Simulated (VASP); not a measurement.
# Ga (Immm) in VASP: single point with r2SCAN

Aim: the single point of Ga with r2SCAN.

Program: VASP 6.6.1. These are calculated values, not measurements. Logs are shortened: lines on timing, memory, paths and dates and some standing lists are left out, and cuts for length are marked.

## (1) The cell of the first run

It takes space group Immm (No. 71, orthorhombic). The conventional cell has a = 2.808 Å, b = 2.822 Å, c = 4.458 Å, α = 90.00°, β = 90.00°, γ = 90.00°. Within 3.7 Å of Ga (site symmetry mmm) lie 12 Ga at 2.81 to 2.99 Å.

## (2) Single point, r2SCAN (strain +0.0050 x Voigt [0, 1, 0, 0, 0, 0])

File POSCAR:

```
Ga
1.0
   -1.4040000000      1.4110200000      2.2290000000
    1.4040000000     -1.4110200000      2.2290000000
    1.4040000000      1.4110200000     -2.2290000000
Ga
1
Direct
    0.0000000000      0.0000000000      0.0000000000
```

File INCAR.step1:

```
  PREC = Accurate
  ENCUT = 520
  ISMEAR = 0
  SIGMA = 0.15
  LREAL = False
  LASPH = True
  NELM = 60
  NBANDS = 12
  GGA = PE
  ALGO = Normal
  EDIFF = 1E-4
  LWAVE = True
  LCHARG = False
```

File INCAR.step2:

```
  PREC = Accurate
  ENCUT = 520
  EDIFF = 1E-6
  ISMEAR = 0
  SIGMA = 0.15
  LREAL = False
  LASPH = True
  NELM = 60
  ALGO = Normal
  ISIF = 2
  LWAVE = False
  LCHARG = False
  METAGGA = R2SCAN
  LMIXTAU = True
  NBANDS = 12
  ISTART = 1
```

File KPOINTS:

```
regular mesh
0
Gamma
  24 24 24
```

Potentials or basis: VASP PAW PBE potentials, release 64 (Ga_d).

Launch:

```console
$ cat potpaw_PBE.64/Ga_d/POTCAR > POTCAR
$ cp INCAR.step1 INCAR
$ mpirun -np 1 vasp_std > vasp.out
$ cp INCAR.step2 INCAR
$ mpirun -np 1 vasp_std > vasp.out
```

OUTCAR:

```text
PREC = Accurate
   ENCUT = 520
   EDIFF = 1E-6
   ISMEAR = 0
   LREAL = False
   LASPH = True
   NELM = 60
   ISIF = 2
   METAGGA = R2SCAN
   ISTART = 1

 ion  position               nearest neighbor table
   1  0.000  0.000  0.000-

  LATTYP: Found a body centered orthorhombic cell.
 ALAT       =     2.8080000000
 B/A-ratio  =     1.0050000000
 C/A-ratio  =     1.5876068376

  Lattice vectors:

 A1 = (  -1.4040000000,   1.4110200000,   2.2290000000)
 A2 = (   1.4040000000,  -1.4110200000,   2.2290000000)
 A3 = (   1.4040000000,   1.4110200000,  -2.2290000000)

Analysis of symmetry for initial positions (statically):
=====================================================================
 Subroutine PRICEL returns:
 Original cell was already a primitive cell.

 Routine SETGRP: Setting up the symmetry group for a
 body centered orthorhombic supercell.

 Subroutine GETGRP returns: Found  8 space group operations
 (whereof  8 operations were pure point group operations)
 out of a pool of  8 trial point group operations.

The static configuration has the point symmetry D_2h.

Analysis of symmetry for dynamics (positions and initial velocities):
=====================================================================
 Subroutine PRICEL returns:
 Original cell was already a primitive cell.

 Routine SETGRP: Setting up the symmetry group for a
 body centered orthorhombic supercell.

 Subroutine GETGRP returns: Found  8 space group operations
 (whereof  8 operations were pure point group operations)
 out of a pool of  8 trial point group operations.

The dynamic configuration has the point symmetry D_2h.

 Subroutine INISYM returns: Found  8 space group operations
 (whereof  8 operations are pure point group operations),
 and found     1 'primitive' translations

----------------------------------------------------------------------------------------

                                     Primitive cell

  volume of cell :      17.6632

  direct lattice vectors                    reciprocal lattice vectors
    -1.404000000  1.411020000  2.229000000     0.000000000  0.354353588  0.224315837
     1.404000000 -1.411020000  2.229000000     0.356125356  0.000000000  0.224315837
     1.404000000  1.411020000 -2.229000000     0.356125356  0.354353588  0.000000000

  length of vectors
     2.988416711  2.988416711  2.988416711     0.419385336  0.420883433  0.502386042

  position of ions in fractional coordinates (direct lattice)
     0.000000000  0.000000000  0.000000000

  ion indices of the primitive-cell ions
   primitive index   ion index
                 1           1

----------------------------------------------------------------------------------------

 KPOINTS: regular mesh

Automatic generation of k-mesh.
 Grid dimensions read from file:
 generate k-points for:   24   24   24

 Generating k-lattice:

  Cartesian coordinates                     Fractional coordinates (reciprocal lattice)
     0.000000000  0.014764733  0.009346493     0.041666667  0.000000000  0.000000000
     0.014838557  0.000000000  0.009346493    -0.000000000  0.041666667  0.000000000
     0.014838557  0.014764733  0.000000000    -0.000000000  0.000000000  0.041666667

  Length of vectors
     0.017474389  0.017536810  0.020932752

  Shift w.r.t. Gamma in fractional coordinates (k-lattice)
     0.000000000  0.000000000  0.000000000

 Subroutine IBZKPT returns following result:
 ===========================================

 Found   1963 irreducible k-points:

 Following reciprocal coordinates:
            Coordinates               Weight
  0.000000  0.000000  0.000000      1.000000
  0.041667  0.000000  0.000000      4.000000
  0.083333  0.000000 -0.000000      4.000000
  0.125000  0.000000 -0.000000      4.000000
  0.166667  0.000000  0.000000      4.000000
  0.208333  0.000000  0.000000      4.000000
[... 16 lines left out ...]
  0.375000  0.041667 -0.000000      8.000000
  0.416667  0.041667 -0.000000      8.000000
 [... further k-points ...]
   k-points           NKPTS =   1963   k-points in BZ     NKDIM =   1963   number of bands    NBANDS=     12
   number of dos      NEDOS =    301   number of ions     NIONS =      1
   total plane-waves  NPLWV =  13824
   dimension x,y,z NGX =    24 NGY =   24 NGZ =   24
   dimension x,y,z NGXF=    48 NGYF=   48 NGZF=   48
   ions per type =               1
   NGX,Y,Z   is equivalent  to a cutoff of  13.35, 13.35, 13.35 a.u.
   NGXF,Y,Z  is equivalent  to a cutoff of  26.70, 26.70, 26.70 a.u.
 SYSTEM =  unknown system
   PREC   = accura    normal or accurate (medium, high low for compatibility)
   ISTART =      1    job   : 0-new  1-cont  2-samecut
   ICHARG =      0    charge: 1-file 2-atom 10-const
   ISPIN  =      1    spin polarized calculation?
   LNONCOLLINEAR =      F non collinear calculations
   LSORBIT =      F    spin-orbit coupling
   LASPH  =      T    aspherical Exc in radial PAW
   ENCUT  =  520.0 eV  38.22 Ry    6.18 a.u.   5.56  5.56  5.56*2*pi/ulx,y,z
   NELM   =     60;   NELMIN=  2; NELMDL=  0     # of ELM steps
   EDIFF  = 0.1E-05   stopping-criterion for ELM
   LREAL  =      F    real-space projection
   EDIFFG = 0.1E-04   stopping-criterion for IOM
   NSW    =      0    number of steps for IOM
   IBRION =     -1    ionic relax: 0-MD 1-quasi-New 2-CG
   NFREE  =      0    steps in history (QN), initial steepest desc. (CG)
   ISIF   =      2    stress and relaxation
   ISYM   =      2    0-nonsym 1-usesym 2-fastsym
   POTIM  = 0.5000    time-step for ionic-motion
   TEBEG  =    0.0;   TEEND  =   0.0 temperature during run
   PSTRESS=    0.0 pullay stress
   NELECT =      13.0000    total number of electrons
   NUPDOWN=      -1.0000    fix difference up-down
   EMIN   =  10.00;   EMAX   =-10.00  energy-range for DOS
   EFERMI =   0.00;   METHOD = LEGACY
   ISMEAR =     0;   SIGMA  =   0.15  broadening in eV -4-tet -1-fermi 0-gaus
   EFERMI_NEDOS =   21; number of points for ismear=-14 and -15
   IALGO  =     38    algorithm
   IMIX   =      4    mixing-type and parameters
     AMIX     =   0.40;   BMIX     =  1.00
     AMIX_MAG =   1.60;   BMIX_MAG =  1.00
  volume/ion in A,a.u.               =      17.66       119.20
  Fermi-wavevector in a.u.,A,eV,Ry     =   1.478084  2.793174 29.725095  2.184733
  Thomas-Fermi vector in A             =   2.592409
   LORBIT       =      0    0 simple, 1 ext, 2 COOP (PROOUT), +10 PAW based schemes
   METAGGA = R2SCAN    functional components
   LHFCALC =     F    Hartree Fock is set to
   AEXX    =    0.0000 exact exchange contribution
   IVDW    =     0    specifies the selected vdW correction
   LEPSILON=     F    determine dielectric tensor
   LRPA    =     F    only Hartree local field effects (RPA)
 non-spin polarized calculation
 Gauss-broadening in eV      SIGMA  =   0.15
  energy-cutoff  :      520.00
  volume of cell :       17.66
 maximum number of plane-waves:       488
   NGX = 11   NGY = 11   NGZ = 11

 number of electron      12.9999994 magnetization

 Free energy of the ion-electron system (eV)
  ---------------------------------------------------
  ext. energy  EPLUGINS =         0.00000000
  ---------------------------------------------------
  free energy    TOTEN  =       -11.31004879 eV

  energy without entropy =      -11.30573498  energy(sigma->0) =      -11.30789188

 E-fermi :   6.1006     XC(G=0): -12.5631

 val. band max:        6.1001306023   @ k =   0.5000   0.4167   0.0417
 cond. band min:       6.1056805465   @ k =  -0.3750  -0.4583   0.2500
 fundamental gap:      0.0055499441
 Fermi energy:         6.1005859940

 k-point     1 :       0.0000    0.0000    0.0000
  band No.  band energies     occupation
      1      -9.5219      2.00000
      2      -9.3924      2.00000
      3      -9.3865      2.00000
      4      -9.3632      2.00000
      5      -9.2191      2.00000
      6      -6.1011      2.00000
      7      19.7190      0.00000
      8      19.9126      0.00000
      9      19.9315      0.00000
     10      23.1740      0.00000
     11      23.2899      0.00000
     12      23.8524      0.00000

 k-point     2 :       0.0417    0.0000    0.0000
  band No.  band energies     occupation
      1      -9.5194      2.00000
      2      -9.3932      2.00000
      3      -9.3842      2.00000
      4      -9.3625      2.00000
      5      -9.2205      2.00000
      6      -6.0516      2.00000
      7      19.0294      0.00000
      8      19.6891      0.00000
      9      19.8412      0.00000
     10      22.5699      0.00000
     11      23.5656      0.00000
     12      24.2043      0.00000

 k-point     3 :       0.0833    0.0000   -0.0000
  band No.  band energies     occupation
      1      -9.5126      2.00000
      2      -9.3965      2.00000
      3      -9.3779      2.00000
      4      -9.3590      2.00000
      5      -9.2242      2.00000
      6      -5.9028      2.00000
      7      17.4351      0.00000
      8      19.1967      0.00000
      9      19.6581      0.00000
     10      22.2241      0.00000
     11      23.9209      0.00000
     12      24.6365      0.00000

 k-point     4 :       0.1250    0.0000   -0.0000
  band No.  band energies     occupation
      1      -9.5041      2.00000
      2      -9.4039      2.00000
      3      -9.3684      2.00000
      4      -9.3500      2.00000
      5      -9.2293      2.00000
      6      -5.6535      2.00000
      7      15.5961      0.00000
      8      18.6017      0.00000
      9      19.4253      0.00000
     10      22.0151      0.00000
     11      23.5997      0.00000
     12      25.2709      0.00000

 k-point     5 :       0.1667    0.0000    0.0000
  band No.  band energies     occupation
      1      -9.4972      2.00000
      2      -9.4155      2.00000
      3      -9.3578      2.00000
      4      -9.3333      2.00000
      5      -9.2343      2.00000
      6      -5.3023      2.00000
      7      13.7269      0.00000
      8      17.9954      0.00000
      9      19.1935      0.00000
     10      21.8115      0.00000
     11      22.9922      0.00000
     12      26.0090      0.00000
[... 228 lines left out ...]
      1      -9.5060      2.00000
      2      -9.4608      2.00000
      3      -9.3472      2.00000
      4      -9.2463      2.00000
      5      -9.2163      2.00000
      6      -3.3760      2.00000
      7       7.9963      0.00000
      8      16.3233      0.00000
      9      17.9398      0.00000
     10      20.4567      0.00000
     11      22.2913      0.00000
     12      24.8774      0.00000

 k-point    22 :       0.3333    0.0417   -0.0000
  band No.  band energies     occupation
      1      -9.5164      2.00000
      2      -9.4724      2.00000
      3      -9.3533      2.00000
      4      -9.2174      2.00000
      5      -9.2021      2.00000
      6      -2.5848      2.00000
      7       6.4052      0.00408
      8      15.9559      0.00000
      9      17.8693      0.00000
     10      20.1549      0.00000
     11      22.2194      0.00000
     12      24.3224      0.00000

 k-point    23 :       0.3750    0.0417   -0.0000
  band No.  band energies     occupation
      1      -9.5280      2.00000
      2      -9.4803      2.00000
      3      -9.3603      2.00000
      4      -9.1991      2.00000
      5      -9.1817      2.00000
      6      -1.6940      2.00000
      7       4.9022      2.00000
      8      15.6434      0.00000
      9      17.8813      0.00000
     10      19.9425      0.00000
     11      22.0846      0.00000
     12      24.0069      0.00000

 k-point    24 :       0.4167    0.0417   -0.0000
  band No.  band energies     occupation
      1      -9.5379      2.00000
      2      -9.4851      2.00000
      3      -9.3662      2.00000
      4      -9.1894      2.00000
      5      -9.1617      2.00000
      6      -0.7082      2.00000
      7       3.4938      2.00000
      8      15.4006      0.00000
      9      17.9564      0.00000
     10      19.8164      0.00000
     11      21.8887      0.00000
     12      23.9537      0.00000

 [... further k-points ...]
[... 5 lines left out ...]
  --------------------------------------------------------------------------------------
  -------------------------------------------------------------------------------------
  Total        0.0497554      0.0558145      0.0912384      0.0000000      0.0000000      0.0000000
  in kB        4.5131603      5.0627586      8.2759490      0.0000000      0.0000000      0.0000000
  external PRESSURE =       5.9506226 kB  Pullay stress =       0.0000000 kB

 VOLUME and BASIS-vectors are now :
 -----------------------------------------------------------------------------
  energy-cutoff  :      520.00
  volume of cell :       17.66
      direct lattice vectors                 reciprocal lattice vectors
    -1.404000000  1.411020000  2.229000000     0.000000000  0.354353588  0.224315837
     1.404000000 -1.411020000  2.229000000     0.356125356  0.000000000  0.224315837
     1.404000000  1.411020000 -2.229000000     0.356125356  0.354353588  0.000000000

 POSITION                                       TOTAL-FORCE (eV/Angst)
 -----------------------------------------------------------------------------------
      0.00000      0.00000      0.00000         0.000000      0.000000     -0.000000
 -----------------------------------------------------------------------------------
    total drift:                                0.000000      0.000000      0.000000

  FREE ENERGIE OF THE ION-ELECTRON SYSTEM (eV)
  ---------------------------------------------------
  free  energy   TOTEN  =       -11.3100487881 eV

  energy  without entropy=      -11.3057349803  energy(sigma->0) =      -11.30789188
```

It took 7.7 min on 1 thread of Intel Xeon 6975P-C (Granite Rapids), shared host; peak memory 0.49 GiB.

What came out:

```yaml
Free_energy: -11.3100 eV
Pressure: 0.6 GPa
```

Caveat: the cell differs from its parent crystal (strain +0.0050 x Voigt [0, 1, 0, 0, 0, 0]); the PAW data sets were made with another functional, which shifts forces and pressure a little.
